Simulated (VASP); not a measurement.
# Ir12F in VASP: single point with PBE

Aim: the single point of Ir12F with PBE.

Everything below comes from runs of VASP 6.6.1. Logs are shortened: lines on timing, memory, paths and dates and some standing lists are left out, and cuts for length are marked.

### 1 The cell of the first run

The cell holds a slab with vacuum, 13 atoms: a = 5.431 Å, b = 5.431 Å, c = 16.434 Å, α = 90.00°, β = 90.00°, γ = 60.00°.

### 2 Single point, PBE

File INCAR:

```
  ALGO = Normal
  EDIFF = 1E-6
  ENCUT = 520
  GGA = PE
  ISIF = 2
  ISMEAR = 0
  LASPH = T
  LCHARG = F
  LREAL = F
  LWAVE = F
  NBANDS = 70
  NELM = 60
  PREC = Accurate
  SIGMA = 0.1
```

File KPOINTS:

```
k-points
0
Gamma
  4 4 1
```

File POSCAR:

```
Ir12F
1.0
    5.4305800000      0.0000000000      0.0000000000
    2.7152900000      4.7030200000      0.0000000000
    0.0000000000      0.0000000000     16.4340500000
Ir F
12 1
Direct
    0.1666666312      0.1666667375      0.0608492733
    0.6666666312      0.1666667375      0.0608492733
    0.1666666312      0.6666667375      0.0608492733
    0.6666666312      0.6666667375      0.0608492733
   -0.1671076749      0.3342558611      0.1914364992
    0.3304257673      0.3392103372      0.2002654245
   -0.1678934458      0.8351552832      0.1928542873
    0.3327826757      0.8351546453      0.1928572081
    0.0020234992     -0.0040031724      0.3250761681
    0.4966105937      0.0068432624      0.3257515950
   -0.0014142425      0.4978768961      0.3283650105
    0.5036161380      0.4978964580      0.3283783364
    0.7260218243      0.5471752193      0.4360441887
```

Potentials or basis: VASP PAW PBE potentials, release 64 (Ir, F).

Started as:

```sh
$ cat potpaw_PBE.64/Ir/POTCAR potpaw_PBE.64/F/POTCAR > POTCAR
$ mpirun -np 1 vasp_std > vasp.out
```

OUTCAR:

```text
EDIFF = 1E-6
   ENCUT = 520
   GGA = PE
   ISIF = 2
   ISMEAR = 0
   LASPH = T
   LREAL = F
   NELM = 60
   PREC = Accurate

 ion  position               nearest neighbor table
   1  0.167  0.167  0.061-   5 2.66   8 2.67   3 2.72   3 2.72   4 2.72   4 2.72   2 2.72   2 2.72
                             6 2.78
   2  0.667  0.167  0.061-   5 2.66   7 2.67   4 2.72   3 2.72   4 2.72   3 2.72   1 2.72   1 2.72
                             6 2.78
   3  0.167  0.667  0.061-   7 2.68   8 2.68   1 2.72   1 2.72   2 2.72   2 2.72   4 2.72   4 2.72
                             6 2.76
   4  0.667  0.667  0.061-   5 2.66   8 2.68   7 2.68   2 2.72   1 2.72   2 2.72   1 2.72   3 2.72
                             3 2.72
   5  0.833  0.334  0.191-   4 2.66   1 2.66   2 2.66   9 2.71   7 2.71   8 2.71   8 2.72   7 2.72
                             6 2.72   6 2.72  11 2.73  12 2.73
   6  0.330  0.339  0.200-  10 2.59  11 2.62  12 2.62   8 2.70   7 2.70   5 2.72   5 2.72   7 2.73
                             8 2.73   3 2.76   2 2.78   1 2.78
   7  0.832  0.835  0.193-   2 2.67   9 2.67   4 2.68   3 2.68  10 2.69   6 2.70   8 2.71   5 2.71
                             5 2.72   8 2.72   6 2.73  11 2.73
   8  0.333  0.835  0.193-   1 2.67   9 2.67   4 2.68   3 2.68  10 2.69   6 2.70   7 2.71   5 2.71
                             5 2.72   7 2.72   6 2.73  12 2.73
   9  0.002  0.996  0.325-   8 2.67   7 2.67   5 2.71  11 2.72  12 2.72  10 2.72  10 2.72  12 2.72
                            11 2.72
  10  0.497  0.007  0.326-   6 2.59  11 2.69  12 2.69   7 2.69   8 2.69   9 2.72   9 2.72  12 2.75
                            11 2.75
  11  0.999  0.498  0.328-  13 2.24   6 2.62  10 2.69  12 2.69   9 2.72   9 2.72   5 2.73   7 2.73
                            12 2.74  10 2.75
  12  0.504  0.498  0.328-  13 2.23   6 2.62  10 2.69  11 2.69   9 2.72   9 2.72   5 2.73   8 2.73
                            11 2.74  10 2.75
  13  0.726  0.547  0.436-  12 2.23  11 2.24

  LATTYP: Found a hexagonal cell.
 ALAT       =     5.4305797945
 C/A-ratio  =     3.0262054185

  Lattice vectors:

 A1 = (  -2.7152900000,  -4.7030200000,   0.0000000000)
 A2 = (   5.4305800000,   0.0000000000,   0.0000000000)
 A3 = (   0.0000000000,   0.0000000000,  16.4340500000)

Analysis of symmetry for initial positions (statically):
=====================================================================
 Subroutine PRICEL returns:
 Original cell was already a primitive cell.

 Routine SETGRP: Setting up the symmetry group for a
 hexagonal supercell.

[... 138 lines left out ...]
   EMIN   =  10.00;   EMAX   =-10.00  energy-range for DOS
   EFERMI =   0.00;   METHOD = LEGACY
   ISMEAR =     0;   SIGMA  =   0.10  broadening in eV -4-tet -1-fermi 0-gaus
   EFERMI_NEDOS =   21; number of points for ismear=-14 and -15
   IALGO  =     38    algorithm
   IMIX   =      4    mixing-type and parameters
     AMIX     =   0.40;   BMIX     =  1.00
     AMIX_MAG =   1.60;   BMIX_MAG =  1.00
  volume/ion in A,a.u.               =      32.29       217.88
  Fermi-wavevector in a.u.,A,eV,Ry     =   1.063290  2.009326 15.382539  1.130585
  Thomas-Fermi vector in A             =   2.198769
   LORBIT       =      0    0 simple, 1 ext, 2 COOP (PROOUT), +10 PAW based schemes
   GGA     = PE    functional components
   LHFCALC =     F    Hartree Fock is set to
   AEXX    =    0.0000 exact exchange contribution
   IVDW    =     0    specifies the selected vdW correction
   LEPSILON=     F    determine dielectric tensor
   LRPA    =     F    only Hartree local field effects (RPA)
 non-spin polarized calculation
 Gauss-broadening in eV      SIGMA  =   0.10
  energy-cutoff  :      520.00
  volume of cell :      419.73
 maximum number of plane-waves:     11316
   NGX = 21   NGY = 21   NGZ = 61

 number of electron     115.0000014 magnetization

 Free energy of the ion-electron system (eV)
  ---------------------------------------------------
  ext. energy  EPLUGINS =         0.00000000
  ---------------------------------------------------
  free energy    TOTEN  =      -102.86497042 eV

  energy without entropy =     -102.78292201  energy(sigma->0) =     -102.82394621

 E-fermi :   0.9611     XC(G=0):  -6.9627

 val. band max:        0.9572991927   @ k =  -0.2500   0.2500   0.0000
 cond. band min:       0.9808535342   @ k =   0.2500   0.2500   0.0000
 fundamental gap:      0.0235543415
 Fermi energy:         0.9611163497

 k-point     1 :       0.0000    0.0000    0.0000
  band No.  band energies     occupation
      1     -22.0039      2.00000
      2      -9.2958      2.00000
      3      -7.3440      2.00000
      4      -6.9227      2.00000
      5      -6.5770      2.00000
      6      -6.5738      2.00000
[... 709 lines left out ...]
     68       1.7677      0.00000
     69       1.8754      0.00000
 [bands above 69 left out]

------------------------ aborting loop because EDIFF is reached ----------------------------------------

  FORCE on cell =-STRESS in cart. coord.  units (eV):
  Direction    XX          YY          ZZ          XY          YZ          ZX
  --------------------------------------------------------------------------------------
  -------------------------------------------------------------------------------------
  Total       -5.4418283     -3.4322247      0.6094226     -0.0019282      0.0867206      0.0008128
  in kB      -20.7724523    -13.1014286      2.3262772     -0.0073602      0.3310284      0.0031027
  external PRESSURE =     -10.5158679 kB  Pullay stress =       0.0000000 kB

 VOLUME and BASIS-vectors are now :
 -----------------------------------------------------------------------------
  energy-cutoff  :      520.00
  volume of cell :      419.73
      direct lattice vectors                 reciprocal lattice vectors
     5.430580000  0.000000000  0.000000000     0.184142394 -0.106314666  0.000000000
     2.715290000  4.703020000  0.000000000     0.000000000  0.212629332  0.000000000
     0.000000000  0.000000000 16.434050000     0.000000000  0.000000000  0.060849273

 POSITION                                       TOTAL-FORCE (eV/Angst)
 -----------------------------------------------------------------------------------
      1.35764      0.78384      1.00000         0.198153      0.134567     -0.090551
      4.07293      0.78384      1.00000        -0.198783      0.135748     -0.088609
      2.71529      3.13535      1.00000         0.000826     -0.291292      0.129017
      5.43058      3.13535      1.00000        -0.000249      0.015565     -0.106054
      5.43069      1.57201      3.14608         0.000001      0.008710      0.029474
      2.71546      1.59531      3.29117         0.000015     -0.011156      0.011140
      6.78651      3.92775      3.16938        -0.006933     -0.003599     -0.021944
      4.07489      3.92775      3.16943         0.006904     -0.003573     -0.021951
      2.71541      4.68419      5.34232        -0.000054      0.005536      0.041080
      2.71546      0.03218      5.35342        -0.000027      0.006061      0.048009
      6.77478      2.34152      5.39637         0.046039     -0.011135      0.011876
      4.08686      2.34162      5.39659        -0.046552     -0.011335      0.011198
      5.42846      2.57338      7.16597         0.000660      0.025902      0.047317
 -----------------------------------------------------------------------------------
    total drift:                                0.000175      0.000933      0.000229

  FREE ENERGIE OF THE ION-ELECTRON SYSTEM (eV)
  ---------------------------------------------------
  free  energy   TOTEN  =      -102.8649704159 eV

  energy  without entropy=     -102.7829220115  energy(sigma->0) =     -102.82394621
```

It took 14 min on 1 thread of Intel Xeon Platinum 8259CL at 2.50GHz (Skylake/Cascade Lake), shared host; peak memory 0.58 GiB.

Results:

* Free energy: -102.8650 eV
* Largest force: 0.319 eV/Å
* Band gap on the k mesh: zero (an odd number of electrons rules out a gap without spin polarisation)

Forces in eV/Å, atoms in the order of the input:
```
Ir   0.198  0.135 -0.091
Ir  -0.199  0.136 -0.089
Ir   0.001 -0.291  0.129
Ir   0.000  0.016 -0.106
Ir   0.000  0.009  0.029
Ir   0.000 -0.011  0.011
Ir  -0.007 -0.004 -0.022
Ir   0.007 -0.004 -0.022
Ir   0.000  0.006  0.041
Ir   0.000  0.006  0.048
Ir   0.046 -0.011  0.012
Ir  -0.047 -0.011  0.011
F    0.001  0.026  0.047
```

Levels at points of the mesh, in eV from the Fermi level:
| k point | band 54 | band 55 | band 56 | band 57 | band 58 | band 59 | band 60 | band 61 | band 62 | band 63 |
| --- | --- | --- | --- | --- | --- | --- | --- | --- | --- | --- |
| (0.00, 0.00, 0.00) | 0.41 | 0.43 | 0.57 | 0.61 | 0.62 | 0.69 | 0.84 | 0.87 | 0.95 | 1.09 |
| (0.50, 0.00, 0.00) | -1.18 | -0.99 | -0.96 | -0.51 | -0.44 | -0.39 | -0.36 | -0.28 | 0.17 | 0.45 |
| (0.50, 0.50, 0.00) | -1.19 | -0.99 | -0.96 | -0.51 | -0.44 | -0.39 | -0.36 | -0.28 | 0.17 | 0.45 |
| (0.00, 0.50, 0.00) | -1.16 | -1.03 | -0.92 | -0.51 | -0.47 | -0.38 | -0.37 | -0.31 | 0.25 | 0.43 |

Caveat: there is no dipole correction, which matters where the two faces differ; spin-orbit coupling is left out, which moves the levels of the heavy elements.

The gap in the log of VASP goes by the Fermi energy; the results here count the filled bands.